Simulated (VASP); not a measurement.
# Ta (Im-3m) in VASP: a series of runs, part 2 of 2

VASP 6.6.1. Earlier steps stand in the parts before.

## (3) Single point, PBE

This run uses another cell than the first one: it holds 2 atoms, not 1.

The input, INCAR:

```
PREC     = Accurate       # precision mode
ENCUT    = 520            # plane-wave cutoff, eV
EDIFF    = 1E-6           # SCF threshold, eV
ISMEAR   = -1             # smearing method
SIGMA    = 0.08           # smearing width, eV
LREAL    = False          # projectors in reciprocal space
LASPH    = True           # aspherical terms in the spheres
NELM     = 80             # most SCF steps
ALGO     = Normal         # electronic algorithm
ISIF     = 2              # what is computed and relaxed
LWAVE    = False          # write WAVECAR
LCHARG   = True           # write CHGCAR
GGA      = PE             # functional
LELF     = True           # ELF
LVHAR    = True         
NBANDS   = 18             # bands
```

The input, KPOINTS:

```
regular mesh
0
Gamma
  12 12 12
```

The input, POSCAR:

```
Ta
1.0
    3.3195547170      0.0000000000      0.0000000000
    0.0000000000      3.3195547170      0.0000000000
    0.0000000000      0.0000000000      3.3195547170
Ta
2
Direct
    0.0000000000      0.0000000000      0.0000000000
    0.5000000000      0.5000000000      0.5000000000
```

Potentials or basis: VASP PAW PBE potentials, release 64 (Ta_pv).

On the command line:

```sh
$ cat potpaw_PBE.64/Ta_pv/POTCAR > POTCAR
$ mpirun -np 1 vasp_std > vasp.out
```

OUTCAR:

```text
PREC = Accurate
   ENCUT = 520
   EDIFF = 1E-6
   ISMEAR = -1
   LREAL = False
   LASPH = True
   NELM = 80
   ISIF = 2
   GGA = PE

 ion  position               nearest neighbor table
   1  0.000  0.000  0.000-   2 2.87   2 2.87   2 2.87   2 2.87   2 2.87   2 2.87   2 2.87   2 2.87

   2  0.500  0.500  0.500-   1 2.87   1 2.87   1 2.87   1 2.87   1 2.87   1 2.87   1 2.87   1 2.87

  LATTYP: Found a simple cubic cell.
 ALAT       =     3.3195547170

  Lattice vectors:

 A1 = (   3.3195547170,   0.0000000000,   0.0000000000)
 A2 = (   0.0000000000,   3.3195547170,   0.0000000000)
 A3 = (   0.0000000000,   0.0000000000,   3.3195547170)

Analysis of symmetry for initial positions (statically):
=====================================================================
 Subroutine PRICEL returns following result:

  LATTYP: Found a body centered cubic cell.
 ALAT       =     3.3195547170

  Lattice vectors:

 A1 = (   1.6597773585,   1.6597773585,  -1.6597773585)
 A2 = (  -1.6597773585,   1.6597773585,   1.6597773585)
 A3 = (   1.6597773585,  -1.6597773585,   1.6597773585)

   2 primitive cells build up your supercell.

 Routine SETGRP: Setting up the symmetry group for a
 simple cubic supercell.

 Subroutine GETGRP returns: Found 48 space group operations
 (whereof 48 operations were pure point group operations)
 out of a pool of 48 trial point group operations.

The static configuration has the point symmetry O_h .

Analysis of symmetry for dynamics (positions and initial velocities):
=====================================================================
 Subroutine PRICEL returns following result:

  LATTYP: Found a body centered cubic cell.
 ALAT       =     3.3195547170

  Lattice vectors:

[... 117 lines left out ...]
   ISIF   =      2    stress and relaxation
   ISYM   =      2    0-nonsym 1-usesym 2-fastsym
   POTIM  = 0.5000    time-step for ionic-motion
   TEBEG  =    0.0;   TEEND  =   0.0 temperature during run
   PSTRESS=    0.0 pullay stress
   NELECT =      22.0000    total number of electrons
   NUPDOWN=      -1.0000    fix difference up-down
   EMIN   =  10.00;   EMAX   =-10.00  energy-range for DOS
   EFERMI =   0.00;   METHOD = LEGACY
   ISMEAR =    -1;   SIGMA  =   0.08  broadening in eV -4-tet -1-fermi 0-gaus
   EFERMI_NEDOS =   21; number of points for ismear=-14 and -15
   IALGO  =     38    algorithm
   IMIX   =      4    mixing-type and parameters
     AMIX     =   0.40;   BMIX     =  1.00
     AMIX_MAG =   1.60;   BMIX_MAG =  1.00
  volume/ion in A,a.u.               =      18.29       123.43
  Fermi-wavevector in a.u.,A,eV,Ry     =   1.381876  2.611368 25.981449  1.909583
  Thomas-Fermi vector in A             =   2.506620
   LORBIT       =      0    0 simple, 1 ext, 2 COOP (PROOUT), +10 PAW based schemes
   GGA     = PE    functional components
   LHFCALC =     F    Hartree Fock is set to
   AEXX    =    0.0000 exact exchange contribution
   IVDW    =     0    specifies the selected vdW correction
   LEPSILON=     F    determine dielectric tensor
   LRPA    =     F    only Hartree local field effects (RPA)
 non-spin polarized calculation
  energy-cutoff  :      520.00
  volume of cell :       36.58
 maximum number of plane-waves:      1021
 NGX is ok and might be reduce to    28

 number of electron      21.9999997 magnetization

 Free energy of the ion-electron system (eV)
  ---------------------------------------------------
  ext. energy  EPLUGINS =         0.00000000
  ---------------------------------------------------
  free energy    TOTEN  =       -23.65161909 eV

  energy without entropy =      -23.59362287  energy(sigma->0) =      -23.62262098

 E-fermi :   5.3663     XC(G=0): -12.5396

 val. band max:        5.3615667338   @ k =   0.5000   0.4167   0.2500
 cond. band min:       5.3693758908   @ k =   0.2500   0.1667   0.1667
 fundamental gap:      0.0078091569
 Fermi energy:         5.3662894701

 k-point     1 :       0.0000    0.0000    0.0000
  band No.  band energies     occupation
      1     -28.5477      2.00000
      2     -28.5477      2.00000
      3     -28.5477      2.00000
      4     -27.7680      2.00000
      5     -27.7680      2.00000
      6     -27.7680      2.00000
[... 481 lines left out ...]
      5     -27.8945      2.00000
      6     -27.7880      2.00000
[... 10 lines left out ...]
     17      11.3698      0.00000
     18      12.6129      0.00000

 [... further k-points ...]
[... 5 lines left out ...]
  --------------------------------------------------------------------------------------
  -------------------------------------------------------------------------------------
  Total        0.0248205      0.0248205      0.0248205      0.0000000      0.0000000     -0.0000000
  in kB        1.0871284      1.0871284      1.0871284      0.0000000      0.0000000     -0.0000000
  external PRESSURE =       1.0871284 kB  Pullay stress =       0.0000000 kB

 VOLUME and BASIS-vectors are now :
 -----------------------------------------------------------------------------
  energy-cutoff  :      520.00
  volume of cell :       36.58
      direct lattice vectors                 reciprocal lattice vectors
     3.319554717  0.000000000  0.000000000     0.301245223  0.000000000  0.000000000
     0.000000000  3.319554717  0.000000000     0.000000000  0.301245223  0.000000000
     0.000000000  0.000000000  3.319554717     0.000000000  0.000000000  0.301245223

 POSITION                                       TOTAL-FORCE (eV/Angst)
 -----------------------------------------------------------------------------------
      0.00000      0.00000      0.00000         0.000000      0.000000      0.000000
      1.65978      1.65978      1.65978        -0.000000     -0.000000     -0.000000
 -----------------------------------------------------------------------------------
    total drift:                                0.000000      0.000000      0.000000

  FREE ENERGIE OF THE ION-ELECTRON SYSTEM (eV)
  ---------------------------------------------------
  free  energy   TOTEN  =       -23.6516190863 eV

  energy  without entropy=      -23.5936228700  energy(sigma->0) =      -23.62262098
```

It took 39 s on 1 thread of Intel Xeon Platinum 8488C (Sapphire Rapids), shared host; peak memory 0.18 GiB.

What came out:

```
Free energy            : -23.6516 eV
Pressure               : 0.1 GPa
Band gap on the k mesh : zero (band 11 reaches 6.88 eV, above the bottom of band 12 at 4.14 eV)
```

Caveat: spin-orbit coupling is left out, which moves the levels of the heavy elements.

## (4) Single point, PBE

This run uses another cell than the first one: it holds 2 atoms, not 1.

The input, INCAR:

```
SYSTEM = Ta
  PREC = Accurate
  ENCUT = 520
  EDIFF = 1E-6
  ISMEAR = -1
  SIGMA = 0.08
  LREAL = .FALSE.
  LASPH = .TRUE.
  NELM = 100
  ALGO = Normal
  ISIF = 2
  LWAVE = .FALSE.
  LCHARG = .TRUE.
  GGA = PE
  LELF = .TRUE.
  LVHAR = .TRUE.
  NBANDS = 18
```

The input, KPOINTS:

```
regular mesh
0
G
  12 12 12
  0 0 0
```

POSCAR is that of step 3.

Potentials or basis: VASP PAW PBE potentials, release 64 (Ta_pv).

On the command line:

```sh
$ cat potpaw_PBE.64/Ta_pv/POTCAR > POTCAR
$ mpirun -np 1 vasp_std > vasp.out
```

OUTCAR:

```text
SYSTEM = Ta
   PREC = Accurate
   ENCUT = 520
   EDIFF = 1E-6
   ISMEAR = -1
   LREAL = .FALSE.
   LASPH = .TRUE.
   NELM = 100
   ISIF = 2
   GGA = PE

 ion  position               nearest neighbor table
   1  0.000  0.000  0.000-   2 2.87   2 2.87   2 2.87   2 2.87   2 2.87   2 2.87   2 2.87   2 2.87

   2  0.500  0.500  0.500-   1 2.87   1 2.87   1 2.87   1 2.87   1 2.87   1 2.87   1 2.87   1 2.87

  LATTYP: Found a simple cubic cell.
 ALAT       =     3.3195547170

  Lattice vectors:

[... 209 lines left out ...]
      5     -27.7680      2.00000
      6     -27.7680      2.00000
[... 481 lines left out ...]
      5     -27.8945      2.00000
      6     -27.7880      2.00000
[... 10 lines left out ...]
     17      11.3698      0.00000
     18      12.6129      0.00000

 [... further k-points ...]
[... 5 lines left out ...]
  --------------------------------------------------------------------------------------
  -------------------------------------------------------------------------------------
  Total        0.0248205      0.0248205      0.0248205      0.0000000      0.0000000     -0.0000000
  in kB        1.0871284      1.0871284      1.0871284      0.0000000      0.0000000     -0.0000000
  external PRESSURE =       1.0871284 kB  Pullay stress =       0.0000000 kB

 VOLUME and BASIS-vectors are now :
 -----------------------------------------------------------------------------
  energy-cutoff  :      520.00
  volume of cell :       36.58
      direct lattice vectors                 reciprocal lattice vectors
     3.319554717  0.000000000  0.000000000     0.301245223  0.000000000  0.000000000
     0.000000000  3.319554717  0.000000000     0.000000000  0.301245223  0.000000000
     0.000000000  0.000000000  3.319554717     0.000000000  0.000000000  0.301245223

 POSITION                                       TOTAL-FORCE (eV/Angst)
 -----------------------------------------------------------------------------------
      0.00000      0.00000      0.00000         0.000000      0.000000      0.000000
      1.65978      1.65978      1.65978        -0.000000     -0.000000     -0.000000
 -----------------------------------------------------------------------------------
    total drift:                                0.000000      0.000000      0.000000

  FREE ENERGIE OF THE ION-ELECTRON SYSTEM (eV)
  ---------------------------------------------------
  free  energy   TOTEN  =       -23.6516190863 eV

  energy  without entropy=      -23.5936228700  energy(sigma->0) =      -23.62262098
```

It took 35 s on 1 thread of Intel Xeon Platinum 8488C (Sapphire Rapids), shared host; peak memory 0.18 GiB.

Results:

```yaml
Free_energy: -23.6516 eV
Pressure: 0.1 GPa
Band_gap_on_the_k_mesh: zero (band 11 reaches 6.88 eV, above the bottom of band 12 at 4.14 eV)
```

Caveat: spin-orbit coupling is left out, which moves the levels of the heavy elements.

## (5) Relaxation of cell and atoms, PBE

The input, INCAR:

```
PREC = Accurate
ENCUT = 600
EDIFF = 1E-6
ISMEAR = -1
SIGMA = 0.08
LREAL = False
LASPH = True
NELM = 100
ALGO = Normal
ISIF = 3
LWAVE = False
LCHARG = False
GGA = PE
IBRION = 2
NSW = 60
EDIFFG = -0.005
```

The input, KPOINTS:

```
Automatic mesh
0
Gamma
  18 18 18
```

The input, POSCAR:

```
Ta
1.0
   -1.6607199181      1.6607199181      1.6607199181
    1.6607199181     -1.6607199181      1.6607199181
    1.6607199181      1.6607199181     -1.6607199181
Ta
1
Direct
    0.0000000000      0.0000000000      0.0000000000
```

On the command line:

```sh
$ cat potpaw_PBE.64/Ta_pv/POTCAR > POTCAR
$ mpirun -np 1 vasp_std > vasp.out
```

It took 33 s on 1 thread of Intel Xeon Platinum 8488C (Sapphire Rapids), shared host; peak memory 0.17 GiB.

The run converged. Its results:

- Free energy: -11.8270 eV
- Relaxed volume: 18.30 Å³/atom
- Relaxed cell: a = 2.875 Å, b = 2.875 Å, c = 2.875 Å, α = 109.47°, β = 109.47°, γ = 109.47°
- Space group after relaxing (to 0.05 Å): Im-3m (No. 229)
- Energy gained by relaxing: 0.0 meV/atom
- Ionic steps: 3
- Pressure after relaxing: 0.0 GPa

Final structure:
```yaml
crystal:
  lattice:
    - [-1.66012, 1.66012, 1.66012]
    - [1.66012, -1.66012, 1.66012]
    - [1.66012, 1.66012, -1.66012]
  atoms:
    - { symbol: Ta, position: [0.00000, 0.00000, 0.00000] }
```

Levels at points of the mesh, in eV from the Fermi level:
```csv
k point,band 3,band 4,band 5,band 6,band 7,band 8
"(0.00, 0.00, 0.00)",-33.14,-7.87,0.72,0.72,0.72,3.94
"(0.50, 0.00, 0.00)",-33.15,-4.32,-1.51,1.50,3.81,4.82
"(0.50, 0.50, 0.50)",-33.92,-3.72,-3.72,6.70,6.70,6.70
```

Caveat: spin-orbit coupling is left out, which moves the levels of the heavy elements.

## (6) Overview

| task | cell | k mesh | cutoff (eV) | gap on the mesh (eV) | pressure (GPa) |
| --- | --- | --- | --- | --- | --- |
| single point | a = 2.875 Å, angles 109.5°, 1 atom | 18 × 18 × 18 | 520 | none | 0.1 |
| single point | a = 3.320 Å, 2 atoms | 12 × 12 × 12 | 520 | none | 0.1 |
| relaxation of cell and atoms | relaxed from a = 2.876 Å, angles 109.5°, 1 atom | 18 × 18 × 18 | 600 | none | 0.0 |

Alike in all rows: level PBE; potentials or basis VASP PAW PBE potentials, release 64 (Ta_pv); no spin polarisation; smearing fermi-dirac 0.08 eV.

Caveats: spin-orbit coupling is left out, which moves the levels of the heavy elements.

Total energies depend on the potentials used, so only differences within one code and one set of settings carry meaning.
